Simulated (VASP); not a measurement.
# Cu (Im-3m) in VASP: single point with LDA

Aim: the single point of Cu with LDA.

All numbers are computed with VASP 6.6.1; they aren't measurements. Logs are shortened: lines on timing, memory, paths and dates and some standing lists are left out, and cuts for length are marked.

### Step 1. The cell of the first run

It takes space group Im-3m (No. 229, cubic). The conventional cell has a = 2.797 Å, b = 2.797 Å, c = 2.797 Å, α = 90.00°, β = 90.00°, γ = 90.00°. Within 3.2 Å of Cu (site symmetry m-3m) lie 14 Cu at 2.42 to 2.80 Å.

### Step 2. Single point, LDA

Contents of INCAR:

```
PREC = Accurate ; ENCUT = 520
EDIFF = 1E-7 ; ISMEAR = -1
SIGMA = 0.13605693000000002 ; LREAL = False
LASPH = True ; NELM = 80
ALGO = Normal ; ISIF = 2
LWAVE = False ; LCHARG = False
GGA = CA ; NBANDS = 12
```

Contents of KPOINTS:

```
regular mesh
0
Gamma
  16 16 16
```

Contents of POSCAR:

```
Cu
1.0
   -1.3984677113      1.3984677113      1.3984677113
    1.3984677113     -1.3984677113      1.3984677113
    1.3984677113      1.3984677113     -1.3984677113
Cu
1
Direct
    0.0000000000      0.0000000000      0.0000000000
```

Potentials or basis: VASP PAW LDA potentials, release 64 (Cu).

Command:

```bash
$ cat potpaw_LDA.64/Cu/POTCAR > POTCAR
$ mpirun -np 1 vasp_std > vasp.out
```

OUTCAR:

```text
PREC = Accurate
   ENCUT = 520
   EDIFF = 1E-7
   ISMEAR = -1
   LREAL = False
   LASPH = True
   NELM = 80
   ISIF = 2
   GGA = CA

 ion  position               nearest neighbor table
   1  0.000  0.000  0.000-

  LATTYP: Found a body centered cubic cell.
 ALAT       =     2.7969354226

  Lattice vectors:

 A1 = (  -1.3984677113,   1.3984677113,   1.3984677113)
 A2 = (   1.3984677113,  -1.3984677113,   1.3984677113)
 A3 = (   1.3984677113,   1.3984677113,  -1.3984677113)

Analysis of symmetry for initial positions (statically):
=====================================================================
 Subroutine PRICEL returns:
 Original cell was already a primitive cell.

 Routine SETGRP: Setting up the symmetry group for a
 body centered cubic supercell.

 Subroutine GETGRP returns: Found 48 space group operations
 (whereof 48 operations were pure point group operations)
 out of a pool of 48 trial point group operations.

The static configuration has the point symmetry O_h .

Analysis of symmetry for dynamics (positions and initial velocities):
=====================================================================
 Subroutine PRICEL returns:
 Original cell was already a primitive cell.

 Routine SETGRP: Setting up the symmetry group for a
 body centered cubic supercell.

 Subroutine GETGRP returns: Found 48 space group operations
 (whereof 48 operations were pure point group operations)
 out of a pool of 48 trial point group operations.

The dynamic configuration has the point symmetry O_h .

 Subroutine INISYM returns: Found 48 space group operations
 (whereof 48 operations are pure point group operations),
 and found     1 'primitive' translations

----------------------------------------------------------------------------------------

                                     Primitive cell

  volume of cell :      10.9400

  direct lattice vectors                    reciprocal lattice vectors
    -1.398467711  1.398467711  1.398467711     0.000000000  0.357534175  0.357534175
     1.398467711 -1.398467711  1.398467711     0.357534175  0.000000000  0.357534175
     1.398467711  1.398467711 -1.398467711     0.357534175  0.357534175  0.000000000

  length of vectors
     2.422217129  2.422217129  2.422217129     0.505629680  0.505629680  0.505629680

  position of ions in fractional coordinates (direct lattice)
     0.000000000  0.000000000  0.000000000

  ion indices of the primitive-cell ions
   primitive index   ion index
                 1           1

----------------------------------------------------------------------------------------

 KPOINTS: regular mesh

Automatic generation of k-mesh.
 Grid dimensions read from file:
 generate k-points for:   16   16   16

 Generating k-lattice:

  Cartesian coordinates                     Fractional coordinates (reciprocal lattice)
     0.000000000  0.022345886  0.022345886     0.062500000  0.000000000  0.000000000
     0.022345886  0.000000000  0.022345886     0.000000000  0.062500000  0.000000000
     0.022345886  0.022345886  0.000000000     0.000000000  0.000000000  0.062500000

  Length of vectors
     0.031601855  0.031601855  0.031601855

  Shift w.r.t. Gamma in fractional coordinates (k-lattice)
     0.000000000  0.000000000  0.000000000

 Subroutine IBZKPT returns following result:
 ===========================================

 Found    145 irreducible k-points:

 Following reciprocal coordinates:
            Coordinates               Weight
  0.000000  0.000000  0.000000      1.000000
  0.062500  0.000000  0.000000     12.000000
  0.125000  0.000000  0.000000     12.000000
  0.187500  0.000000  0.000000     12.000000
  0.250000  0.000000  0.000000     12.000000
  0.312500  0.000000  0.000000     12.000000
[... 16 lines left out ...]
  0.187500  0.187500  0.000000     24.000000
  0.250000  0.187500  0.000000     48.000000
 [... further k-points ...]
   k-points           NKPTS =    145   k-points in BZ     NKDIM =    145   number of bands    NBANDS=     12
   number of dos      NEDOS =    301   number of ions     NIONS =      1
   total plane-waves  NPLWV =   5832
   dimension x,y,z NGX =    18 NGY =   18 NGZ =   18
   dimension x,y,z NGXF=    36 NGYF=   36 NGZF=   36
   ions per type =               1
   NGX,Y,Z   is equivalent  to a cutoff of  12.35, 12.35, 12.35 a.u.
   NGXF,Y,Z  is equivalent  to a cutoff of  24.71, 24.71, 24.71 a.u.
 SYSTEM =  unknown system
   PREC   = accura    normal or accurate (medium, high low for compatibility)
   ISTART =      0    job   : 0-new  1-cont  2-samecut
   ICHARG =      2    charge: 1-file 2-atom 10-const
   ISPIN  =      1    spin polarized calculation?
   LNONCOLLINEAR =      F non collinear calculations
   LSORBIT =      F    spin-orbit coupling
   LASPH  =      T    aspherical Exc in radial PAW
   ENCUT  =  520.0 eV  38.22 Ry    6.18 a.u.   4.50  4.50  4.50*2*pi/ulx,y,z
   NELM   =     80;   NELMIN=  2; NELMDL= -5     # of ELM steps
   EDIFF  = 0.1E-06   stopping-criterion for ELM
   LREAL  =      F    real-space projection
   EDIFFG = 0.1E-05   stopping-criterion for IOM
   NSW    =      0    number of steps for IOM
   IBRION =     -1    ionic relax: 0-MD 1-quasi-New 2-CG
   NFREE  =      0    steps in history (QN), initial steepest desc. (CG)
   ISIF   =      2    stress and relaxation
   ISYM   =      2    0-nonsym 1-usesym 2-fastsym
   POTIM  = 0.5000    time-step for ionic-motion
   TEBEG  =    0.0;   TEEND  =   0.0 temperature during run
   PSTRESS=    0.0 pullay stress
   NELECT =      11.0000    total number of electrons
   NUPDOWN=      -1.0000    fix difference up-down
   EMIN   =  10.00;   EMAX   =-10.00  energy-range for DOS
   EFERMI =   0.00;   METHOD = LEGACY
   ISMEAR =    -1;   SIGMA  =   0.14  broadening in eV -4-tet -1-fermi 0-gaus
   EFERMI_NEDOS =   21; number of points for ismear=-14 and -15
   IALGO  =     38    algorithm
   IMIX   =      4    mixing-type and parameters
     AMIX     =   0.40;   BMIX     =  1.00
     AMIX_MAG =   1.60;   BMIX_MAG =  1.00
  volume/ion in A,a.u.               =      10.94        73.83
  Fermi-wavevector in a.u.,A,eV,Ry     =   1.640086  3.099313 36.598067  2.689882
  Thomas-Fermi vector in A             =   2.730783
   LORBIT       =      0    0 simple, 1 ext, 2 COOP (PROOUT), +10 PAW based schemes
   GGA     = CA    functional components
   LHFCALC =     F    Hartree Fock is set to
   AEXX    =    0.0000 exact exchange contribution
   IVDW    =     0    specifies the selected vdW correction
   LEPSILON=     F    determine dielectric tensor
   LRPA    =     F    only Hartree local field effects (RPA)
 non-spin polarized calculation
  energy-cutoff  :      520.00
  volume of cell :       10.94
 maximum number of plane-waves:       321
   NGX =  9   NGY =  9   NGZ =  9

 number of electron      11.0000020 magnetization

 Free energy of the ion-electron system (eV)
  ---------------------------------------------------
  ext. energy  EPLUGINS =         0.00000000
  ---------------------------------------------------
  free energy    TOTEN  =        -4.67494165 eV

  energy without entropy =       -4.65364762  energy(sigma->0) =       -4.66429463

 E-fermi :   8.3548     XC(G=0): -13.5583

 val. band max:        8.3467544834   @ k =   0.3125   0.1250   0.0625
 cond. band min:       8.3678524266   @ k =   0.2500   0.1250   0.1250
 fundamental gap:      0.0210979432
 Fermi energy:         8.3548139653

 k-point     1 :       0.0000    0.0000    0.0000
  band No.  band energies     occupation
      1      -1.6024      2.00000
      2       4.9280      2.00000
      3       4.9280      2.00000
      4       4.9280      2.00000
      5       6.0825      2.00000
      6       6.0825      2.00000
      7      34.2101      0.00000
      8      34.2101      0.00000
      9      34.2101      0.00000
     10      38.4015      0.00000
     11      38.4016      0.00000
     12      38.4017      0.00000

 k-point     2 :       0.0625    0.0000    0.0000
  band No.  band energies     occupation
      1      -1.4433      2.00000
      2       4.8961      2.00000
      3       4.9265      2.00000
      4       4.9930      2.00000
      5       6.0510      2.00000
      6       6.0849      2.00000
      7      32.6122      0.00000
      8      33.8119      0.00000
      9      33.8637      0.00000
     10      36.4856      0.00000
     11      36.7217      0.00000
     12      36.9677      0.00000

 k-point     3 :       0.1250    0.0000    0.0000
  band No.  band energies     occupation
      1      -0.9736      2.00000
      2       4.8059      2.00000
      3       4.9136      2.00000
      4       5.1817      2.00000
      5       5.9779      2.00000
      6       6.0928      2.00000
      7      29.4099      0.00000
      8      32.5013      0.00000
      9      33.1405      0.00000
     10      34.2640      0.00000
     11      35.6238      0.00000
     12      36.8407      0.00000
[... 286 lines left out ...]
 k-point    23 :       0.1875    0.1875    0.0000
  band No.  band energies     occupation
      1       2.0727      2.00000
      2       4.4434      2.00000
      3       4.5332      2.00000
      4       5.8404      2.00000
      5       6.2145      2.00000
      6       6.7286      1.99999
      7      21.5165      0.00000
      8      22.0108      0.00000
      9      28.1105      0.00000
     10      34.0382      0.00000
     11      36.8520      0.00000
     12      40.9848      0.00000

 k-point    24 :       0.2500    0.1875    0.0000
  band No.  band energies     occupation
      1       2.8749      2.00000
      2       4.3072      2.00000
      3       4.6049      2.00000
      4       5.8955      2.00000
      5       6.2590      2.00000
      6       7.5095      1.99600
      7      18.6692      0.00000
      8      20.8481      0.00000
      9      27.1944      0.00000
     10      34.0735      0.00000
     11      37.4516      0.00000
     12      41.5482      0.00000

 [... further k-points ...]
[... 5 lines left out ...]
  --------------------------------------------------------------------------------------
  -------------------------------------------------------------------------------------
  Total        0.0498735      0.0498735      0.0498735     -0.0000000     -0.0000000     -0.0000000
  in kB        7.3040403      7.3040403      7.3040403     -0.0000000     -0.0000000     -0.0000000
  external PRESSURE =       7.3040403 kB  Pullay stress =       0.0000000 kB

 VOLUME and BASIS-vectors are now :
 -----------------------------------------------------------------------------
  energy-cutoff  :      520.00
  volume of cell :       10.94
      direct lattice vectors                 reciprocal lattice vectors
    -1.398467711  1.398467711  1.398467711     0.000000000  0.357534175  0.357534175
     1.398467711 -1.398467711  1.398467711     0.357534175  0.000000000  0.357534175
     1.398467711  1.398467711 -1.398467711     0.357534175  0.357534175  0.000000000

 POSITION                                       TOTAL-FORCE (eV/Angst)
 -----------------------------------------------------------------------------------
      0.00000      0.00000      0.00000         0.000000      0.000000      0.000000
 -----------------------------------------------------------------------------------
    total drift:                                0.000000      0.000000      0.000000

  FREE ENERGIE OF THE ION-ELECTRON SYSTEM (eV)
  ---------------------------------------------------
  free  energy   TOTEN  =        -4.6749416460 eV

  energy  without entropy=       -4.6536476160  energy(sigma->0) =       -4.66429463
```

It took 14 s on 1 thread of Intel Xeon 6975P-C, shared host; peak memory 0.13 GiB.

Results:

* Free energy: -4.6749 eV
* Pressure: 0.7 GPa
